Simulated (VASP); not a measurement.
# GaN in VASP: notebook

The runs below take GaN through single point, with r2SCAN, PBE.

All numbers are computed with VASP 6.6.1; they aren't measurements. Logs are shortened: lines on timing, memory, paths and dates and some standing lists are left out, and cuts for length are marked.

### Step 1. The cell of the first run

It takes space group F-43m (No. 216, cubic). Conventional cell: a = 4.498 Å, b = 4.498 Å, c = 4.498 Å, α = 90.00°, β = 90.00°, γ = 90.00°. Within 2.6 Å of Ga (site symmetry -43m) lie 4 N at 1.95 Å. Within 2.6 Å of N (site symmetry -43m) lie 4 Ga at 1.95 Å.

### Step 2. Single point, r2SCAN

The input, POSCAR:

```
GaN
1.0
    0.0000000000      2.2489526240      2.2489526240
    2.2489526240      0.0000000000      2.2489526240
    2.2489526240      2.2489526240      0.0000000000
Ga N
1 1
Direct
    0.0000000000      0.0000000000      0.0000000000
    0.7500000000      0.7500000000      0.7500000000
```

The input, INCAR.step1:

```
  PREC = Accurate
  ENCUT = 520
  ISMEAR = 0
  SIGMA = 0.01
  LREAL = False
  LASPH = True
  NELM = 100
  NBANDS = 16
  GGA = PE
  ALGO = Normal
  EDIFF = 1E-4
  LWAVE = True
  LCHARG = False
```

The input, INCAR.step2:

```
  PREC = Accurate
  ENCUT = 520
  EDIFF = 1E-7
  ISMEAR = 0
  SIGMA = 0.01
  LREAL = False
  LASPH = True
  NELM = 100
  ALGO = Normal
  ISIF = 2
  LWAVE = False
  LCHARG = False
  METAGGA = R2SCAN
  LMIXTAU = True
  NBANDS = 16
  ISTART = 1
```

The input, KPOINTS:

```
regular mesh
0
Gamma
  10 10 10
```

Potentials or basis: VASP PAW PBE potentials, release 64 (Ga_d, N).

Run with:

```sh
> cat potpaw_PBE.64/Ga_d/POTCAR potpaw_PBE.64/N/POTCAR > POTCAR
> cp INCAR.step1 INCAR
> mpirun -np 1 vasp_std > vasp.out
> cp INCAR.step2 INCAR
> mpirun -np 1 vasp_std > vasp.out
```

OUTCAR:

```text
PREC = Accurate
   ENCUT = 520
   EDIFF = 1E-7
   ISMEAR = 0
   LREAL = False
   LASPH = True
   NELM = 100
   ISIF = 2
   METAGGA = R2SCAN
   ISTART = 1

 ion  position               nearest neighbor table
   1  0.000  0.000  0.000-   2 1.95   2 1.95   2 1.95   2 1.95
   2  0.750  0.750  0.750-   1 1.95   1 1.95   1 1.95   1 1.95

  LATTYP: Found a face centered cubic cell.
 ALAT       =     4.4979052480

  Lattice vectors:

 A1 = (   0.0000000000,   2.2489526240,   2.2489526240)
 A2 = (   2.2489526240,   0.0000000000,   2.2489526240)
 A3 = (   2.2489526240,   2.2489526240,   0.0000000000)

Analysis of symmetry for initial positions (statically):
=====================================================================
 Subroutine PRICEL returns:
 Original cell was already a primitive cell.

 Routine SETGRP: Setting up the symmetry group for a
 face centered cubic supercell.

 Subroutine GETGRP returns: Found 24 space group operations
 (whereof 24 operations were pure point group operations)
 out of a pool of 48 trial point group operations.

The static configuration has the point symmetry T_d .

Analysis of symmetry for dynamics (positions and initial velocities):
=====================================================================
 Subroutine PRICEL returns:
 Original cell was already a primitive cell.

 Routine SETGRP: Setting up the symmetry group for a
 face centered cubic supercell.

 Subroutine GETGRP returns: Found 24 space group operations
 (whereof 24 operations were pure point group operations)
 out of a pool of 48 trial point group operations.

The dynamic configuration has the point symmetry T_d .

 Subroutine INISYM returns: Found 24 space group operations
 (whereof 24 operations are pure point group operations),
 and found     1 'primitive' translations

----------------------------------------------------------------------------------------

                                     Primitive cell

  volume of cell :      22.7495

  direct lattice vectors                    reciprocal lattice vectors
     0.000000000  2.248952624  2.248952624    -0.222325715  0.222325715  0.222325715
     2.248952624  0.000000000  2.248952624     0.222325715 -0.222325715  0.222325715
     2.248952624  2.248952624  0.000000000     0.222325715  0.222325715 -0.222325715

[... 74 lines left out ...]
   PREC   = accura    normal or accurate (medium, high low for compatibility)
   ISTART =      1    job   : 0-new  1-cont  2-samecut
   ICHARG =      0    charge: 1-file 2-atom 10-const
   ISPIN  =      1    spin polarized calculation?
   LNONCOLLINEAR =      F non collinear calculations
   LSORBIT =      F    spin-orbit coupling
   LASPH  =      T    aspherical Exc in radial PAW
   ENCUT  =  520.0 eV  38.22 Ry    6.18 a.u.   5.91  5.91  5.91*2*pi/ulx,y,z
   NELM   =    100;   NELMIN=  2; NELMDL=  0     # of ELM steps
   EDIFF  = 0.1E-06   stopping-criterion for ELM
   LREAL  =      F    real-space projection
   EDIFFG = 0.1E-05   stopping-criterion for IOM
   NSW    =      0    number of steps for IOM
   IBRION =     -1    ionic relax: 0-MD 1-quasi-New 2-CG
   NFREE  =      0    steps in history (QN), initial steepest desc. (CG)
   ISIF   =      2    stress and relaxation
   ISYM   =      2    0-nonsym 1-usesym 2-fastsym
   POTIM  = 0.5000    time-step for ionic-motion
   TEBEG  =    0.0;   TEEND  =   0.0 temperature during run
   PSTRESS=    0.0 pullay stress
   NELECT =      18.0000    total number of electrons
   NUPDOWN=      -1.0000    fix difference up-down
   EMIN   =  10.00;   EMAX   =-10.00  energy-range for DOS
   EFERMI =   0.00;   METHOD = LEGACY
   ISMEAR =     0;   SIGMA  =   0.01  broadening in eV -4-tet -1-fermi 0-gaus
   EFERMI_NEDOS =   21; number of points for ismear=-14 and -15
   IALGO  =     38    algorithm
   IMIX   =      4    mixing-type and parameters
     AMIX     =   0.40;   BMIX     =  1.00
     AMIX_MAG =   1.60;   BMIX_MAG =  1.00
  volume/ion in A,a.u.               =      11.37        76.76
  Fermi-wavevector in a.u.,A,eV,Ry     =   1.514173  2.861371 31.194328  2.292718
  Thomas-Fermi vector in A             =   2.623866
   LORBIT       =      0    0 simple, 1 ext, 2 COOP (PROOUT), +10 PAW based schemes
   METAGGA = R2SCAN    functional components
   LHFCALC =     F    Hartree Fock is set to
   AEXX    =    0.0000 exact exchange contribution
   IVDW    =     0    specifies the selected vdW correction
   LEPSILON=     F    determine dielectric tensor
   LRPA    =     F    only Hartree local field effects (RPA)
 non-spin polarized calculation
 Gauss-broadening in eV      SIGMA  =   0.01
  energy-cutoff  :      520.00
  volume of cell :       22.75
 maximum number of plane-waves:       622
   NGX = 11   NGY = 11   NGZ = 11

 number of electron      18.0000009 magnetization

 Free energy of the ion-electron system (eV)
  ---------------------------------------------------
  ext. energy  EPLUGINS =         0.00000000
  ---------------------------------------------------
  free energy    TOTEN  =       -21.89635577 eV

  energy without entropy =      -21.89635577  energy(sigma->0) =      -21.89635577

 E-fermi :   5.2503     XC(G=0): -12.6706

 val. band max:        5.0824675269   @ k =   0.0000   0.0000   0.0000
 cond. band min:       7.2422140615   @ k =   0.0000   0.0000   0.0000
 fundamental gap:      2.1597465346
 Fermi energy:         5.2503066292

 k-point     1 :       0.0000    0.0000    0.0000
  band No.  band energies     occupation
      1     -11.7005      2.00000
      2      -8.7527      2.00000
      3      -8.7527      2.00000
      4      -8.7527      2.00000
      5      -8.3955      2.00000
      6      -8.3955      2.00000
[... 433 lines left out ...]
      3      -8.5133      2.00000
      4      -8.5101      2.00000
      5      -8.3327      2.00000
      6      -7.5769      2.00000
[... 8 lines left out ...]
     15      28.4580      0.00000
     16      28.5421      0.00000

 [... further k-points ...]
[... 5 lines left out ...]
  --------------------------------------------------------------------------------------
  -------------------------------------------------------------------------------------
  Total        0.1564504      0.1564504      0.1564504      0.0000000      0.0000000     -0.0000000
  in kB       11.0183411     11.0183411     11.0183411      0.0000000      0.0000000     -0.0000000
  external PRESSURE =      11.0183411 kB  Pullay stress =       0.0000000 kB

 VOLUME and BASIS-vectors are now :
 -----------------------------------------------------------------------------
  energy-cutoff  :      520.00
  volume of cell :       22.75
      direct lattice vectors                 reciprocal lattice vectors
     0.000000000  2.248952624  2.248952624    -0.222325715  0.222325715  0.222325715
     2.248952624  0.000000000  2.248952624     0.222325715 -0.222325715  0.222325715
     2.248952624  2.248952624  0.000000000     0.222325715  0.222325715 -0.222325715

 POSITION                                       TOTAL-FORCE (eV/Angst)
 -----------------------------------------------------------------------------------
      0.00000      0.00000      0.00000        -0.000000     -0.000000     -0.000000
      3.37343      3.37343      3.37343         0.000000      0.000000      0.000000
 -----------------------------------------------------------------------------------
    total drift:                               -0.000008     -0.000008     -0.000008

  FREE ENERGIE OF THE ION-ELECTRON SYSTEM (eV)
  ---------------------------------------------------
  free  energy   TOTEN  =       -21.8963557722 eV

  energy  without entropy=      -21.8963557722  energy(sigma->0) =      -21.89635577
```

Wall time 2.5 min (1 thread of AMD EPYC 7R43 (Zen 3), shared host); peak memory 0.12 GiB.

Results:

| Item | Value |
| --- | --- |
| Free energy | -21.8964 eV |
| Pressure | 1.1 GPa |
| Band gap on the k mesh | 2.16 eV, direct |

Caveat: the PAW data sets were made with another functional, which shifts forces and pressure a little. r2SCAN opens gaps a little over a GGA but as a rule still falls short of measured ones.

### Step 3. Single point, PBE (uniaxial x strain -0.9%)

The input, INCAR:

```
SYSTEM = GaN
ALGO     = Normal         ! electronic algorithm
EDIFF    = 1E-6           ! SCF threshold, eV
ENCUT    = 520            ! plane-wave cutoff, eV
GGA      = PE             ! functional
ISIF     = 2              ! what is computed and relaxed
ISMEAR   = -1             ! smearing method
LASPH    = .TRUE.         ! aspherical terms in the spheres
LCHARG   = .FALSE.        ! write CHGCAR
LREAL    = .FALSE.        ! projectors in reciprocal space
LWAVE    = .FALSE.        ! write WAVECAR
NBANDS   = 16             ! bands
NELM     = 60             ! most SCF steps
PREC     = Accurate       ! precision mode
SIGMA    = 0.02           ! smearing width, eV
```

The input, KPOINTS:

```
k-points
0
G
  10 10 10
  0 0 0
```

The input, POSCAR:

```
GaN
1.0
    0.0000000000      2.2489526240      2.2489526240
    2.2296116314      0.0000000000      2.2489526240
    2.2296116314      2.2489526240      0.0000000000
Ga N
1 1
Direct
    0.0000000000      0.0000000000      0.0000000000
    0.7500000000      0.7500000000      0.7500000000
```

Potentials or basis: VASP PAW PBE potentials, release 64 (Ga_d, N).

Run with:

```sh
> cat potpaw_PBE.64/Ga_d/POTCAR potpaw_PBE.64/N/POTCAR > POTCAR
> mpirun -np 1 vasp_std > vasp.out
```

It took 55 s on 1 thread of AMD EPYC 7R43 (Zen 3), shared host; peak memory 0.13 GiB.

It converged, with:

| Item | Value |
| --- | --- |
| Free energy | -12.1290 eV |
| Pressure | 8.0 GPa |
| Band gap on the k mesh | 1.79 eV, direct |

Stress tensor (GPa, compression positive):
```
8.68 0.00 0.00
0.00 7.67 0.00
0.00 0.00 7.67
```

Levels at points of the mesh, in eV from the valence-band top:
```csv
k point,band 6,band 7,band 8,band 9,band 10,band 11,band 12,band 13
"(0.00, 0.00, 0.00)",-13.15,-0.04,-0.04,0.00,1.79,10.35,10.38,10.38
"(0.50, 0.00, 0.00)",-11.90,-7.16,-1.04,-0.98,4.71,8.77,10.35,10.49
"(0.50, 0.50, 0.00)",-11.50,-6.24,-2.76,-2.75,3.35,6.77,11.74,14.01
"(0.00, 0.50, 0.50)",-11.45,-6.15,-2.82,-2.82,3.29,6.63,11.87,14.06
```

Caveat: the cell differs from its parent crystal (uniaxial x strain -0.9%).

### Step 4. Single point, PBE (uniaxial z strain +4.8%)

The input, INCAR:

```
  PREC = Accurate
  ENCUT = 520
  EDIFF = 1E-6
  ISMEAR = -1
  SIGMA = 0.02
  LREAL = False
  LASPH = True
  NELM = 80
  ALGO = Normal
  ISIF = 2
  LWAVE = False
  LCHARG = False
  GGA = PE
  NBANDS = 16
```

The input, KPOINTS:

```
regular mesh
0
Gamma
  10 10 10
```

The input, POSCAR:

```
GaN
1.0
    0.0000000000      2.2489526240      2.3573521404
    2.2489526240      0.0000000000      2.3573521404
    2.2489526240      2.2489526240      0.0000000000
Ga N
1 1
Direct
    0.0000000000      0.0000000000      0.0000000000
    0.7500000000      0.7500000000      0.7500000000
```

Potentials or basis: VASP PAW PBE potentials, release 64 (Ga_d, N).

Run with:

```sh
> cat potpaw_PBE.64/Ga_d/POTCAR potpaw_PBE.64/N/POTCAR > POTCAR
> mpirun -np 1 vasp_std > vasp.out
```

OUTCAR:

```text
PREC = Accurate
   ENCUT = 520
   EDIFF = 1E-6
   ISMEAR = -1
   LREAL = False
   LASPH = True
   NELM = 80
   ISIF = 2
   GGA = PE

 ion  position               nearest neighbor table
   1  0.000  0.000  0.000-   2 1.98   2 1.98   2 1.98   2 1.98
   2  0.750  0.750  0.750-   1 1.98   1 1.98   1 1.98   1 1.98

  LATTYP: Found a body centered tetragonal cell.
 ALAT       =     3.1804993020
 C/A-ratio  =     1.4823786560

  Lattice vectors:

 A1 = (  -2.2489526240,   0.0000000000,   2.3573521404)
 A2 = (   2.2489526240,   0.0000000000,   2.3573521404)
 A3 = (   0.0000000000,   2.2489526240,  -2.3573521404)

Analysis of symmetry for initial positions (statically):
=====================================================================
 Subroutine PRICEL returns:
 Original cell was already a primitive cell.

 Routine SETGRP: Setting up the symmetry group for a
 body centered tetragonal supercell.

 Subroutine GETGRP returns: Found  8 space group operations
 (whereof  8 operations were pure point group operations)
 out of a pool of 16 trial point group operations.

The static configuration has the point symmetry D_2d.

Analysis of symmetry for dynamics (positions and initial velocities):
[... 153 lines left out ...]
  ---------------------------------------------------
  free energy    TOTEN  =       -12.13714033 eV

  energy without entropy =      -12.13714033  energy(sigma->0) =      -12.13714033

 E-fermi :   5.4057     XC(G=0): -11.4518

 val. band max:        4.9231059986   @ k =   0.0000   0.0000   0.0000
 cond. band min:       6.2962362831   @ k =   0.0000   0.0000   0.0000
 fundamental gap:      1.3731302845
 Fermi energy:         5.4057176231

 k-point     1 :       0.0000    0.0000    0.0000
  band No.  band energies     occupation
      1     -10.7424      2.00000
      2      -8.6069      2.00000
      3      -8.5573      2.00000
      4      -8.5573      2.00000
      5      -8.2968      2.00000
      6      -8.2945      2.00000
[... 433 lines left out ...]
      3      -8.3692      2.00000
      4      -8.3672      2.00000
      5      -8.2532      2.00000
      6      -7.4247      2.00000
[... 8 lines left out ...]
     15      26.6182      0.00000
     16      27.2197      0.00000

 [... further k-points ...]
[... 5 lines left out ...]
  --------------------------------------------------------------------------------------
  -------------------------------------------------------------------------------------
  Total       -0.0169637     -0.0169637     -0.9747709      0.0000000     -0.0000000      0.0000000
  in kB       -1.1397639     -1.1397639    -65.4934827      0.0000000     -0.0000000      0.0000000
  external PRESSURE =     -22.5910035 kB  Pullay stress =       0.0000000 kB

 VOLUME and BASIS-vectors are now :
 -----------------------------------------------------------------------------
  energy-cutoff  :      520.00
  volume of cell :       23.85
      direct lattice vectors                 reciprocal lattice vectors
     0.000000000  2.248952624  2.357352140    -0.222325715  0.222325715  0.212102380
     2.248952624  0.000000000  2.357352140     0.222325715 -0.222325715  0.212102380
     2.248952624  2.248952624  0.000000000     0.222325715  0.222325715 -0.212102380

 POSITION                                       TOTAL-FORCE (eV/Angst)
 -----------------------------------------------------------------------------------
      0.00000      0.00000      0.00000        -0.000000      0.000000      0.000000
      3.37343      3.37343      3.53603         0.000000     -0.000000     -0.000000
 -----------------------------------------------------------------------------------
    total drift:                               -0.000001     -0.000001     -0.000002

  FREE ENERGIE OF THE ION-ELECTRON SYSTEM (eV)
  ---------------------------------------------------
  free  energy   TOTEN  =       -12.1371403297 eV

  energy  without entropy=      -12.1371403297  energy(sigma->0) =      -12.13714033
```

It took 45 s on 1 thread of AMD EPYC 7R43 (Zen 3), shared host; peak memory 0.13 GiB.

Results:

```yaml
Free_energy: -12.1371 eV
Pressure: -2.3 GPa
Band_gap_on_the_k_mesh: 1.37 eV, direct
```

Caveat: the cell differs from its parent crystal (uniaxial z strain +4.8%).

### Step 5. Overview

| level | cell | smearing | gap on the mesh (eV) | pressure (GPa) |
| --- | --- | --- | --- | --- |
| r2SCAN | a = 3.180 Å, angles 60.0°, 2 atoms | gaussian 0.01 eV | 2.16 | 1.1 |
| PBE | a = 3.180, b = 3.167, c = 3.167 Å, angles 60.3, 59.9, 59.9°, 2 atoms | fermi-dirac 0.02 eV | 1.79 | 8.0 |
| PBE | a = 3.258, b = 3.258, c = 3.180 Å, angles 60.8, 60.8, 58.4°, 2 atoms | fermi-dirac 0.02 eV | 1.37 | -2.3 |

Alike in all rows: task single point; potentials or basis VASP PAW PBE potentials, release 64 (Ga_d, N); no spin polarisation; k mesh 10 × 10 × 10; cutoff (eV) 520.

Caveats: the PAW data sets were made with another functional, which shifts forces and pressure a little (some runs).

Absolute energies hang on the potentials; compare differences alone.
